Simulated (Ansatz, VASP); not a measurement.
**BN in VASP and in Ansatz**

File INCAR:

```
SYSTEM = BN
  PREC = Accurate
  ENCUT = 520
  EDIFF = 1E-6
  ISMEAR = -1
  SIGMA = 0.05
  LREAL = .False.
  LASPH = .True.
  NELM = 100
  ALGO = Normal
  ISIF = 2
  LWAVE = .False.
  LCHARG = .False.
  GGA = CA
  NBANDS = 11
```

The input KPOINTS:

```
Automatic mesh
0
Gamma
  13 13 9
  0 0 0
```

Contents of POSCAR:

```
BN
1.0
    2.5572306852      0.0000000000      0.0000000000
   -1.2711622815      2.2189130743      0.0000000000
   -0.6430342018     -1.1094565371      3.0818205403
N B
1 1
Direct
    0.6685060000      0.3323850000      0.9849990000
    0.9796430000      0.9834990000      0.0018060000
```

Contents of input.yaml:

```yaml
crystal:
  lattice:
    - [2.5572306852, 0.0, 0.0]
    - [-1.2711622815, 2.2189130743, 0.0]
    - [-0.6430342018, -1.1094565371, 3.0818205403]
  atoms:
    - { symbol: "N", position: [0.668506, 0.332385, 0.984999] }
    - { symbol: B, position: [0.979643, 0.983499, 0.001806] }
kpoints:
  mp_grid: { grid: [13, 13, 9] }
scf:
  occupations: { method: fermi_dirac, width: 0.05 }
hamiltonian:
  xc: lda
  pseudopotentials: { kind: all_electron, lapw: { basis_error: 0.001 } }
output:
  forces: true
  stress: true
  eigenvalues: true
```

Change from the starting cell: volume scaled by 1.06.

Alike in both runs: task single point; functional LDA; k mesh 13 × 13 × 9; occupations fermi-dirac, width 0.05 eV; no spin polarisation.

|  | VASP | Ansatz |
| --- | --- | --- |
| version | VASP 6.6.1 | Ansatz 0.2.0 |
| potentials or method | VASP PAW LDA potentials, release 64 (N, B), cutoff 520 eV | all-electron LAPW, scalar-relativistic |

VASP gave:

- gap on the k mesh at the Fermi level (eV): 2.66
- least direct gap on the mesh (eV): 4.26
- pressure (GPa): -17.2
- traceless stress, the component that is largest in VASP (GPa): 19.08
- rms of the force components (eV/Å): 1.364

Problem. Estimate Ansatz's values.

Solution. gap on the k mesh at the Fermi level (eV): 2.67; least direct gap on the mesh (eV): 4.27; pressure (GPa): -17.5; traceless stress, the component that is largest in VASP (GPa): 19.50; rms of the force components (eV/Å): 1.367.

LDA's correlation is that of Perdew and Zunger in VASP and of Perdew and Wang (1992) in Ansatz. Atom by atom the forces differ by 0.003 eV/Å (rms over components). Ansatz ran all-electron here, and VASP with PAW potentials.
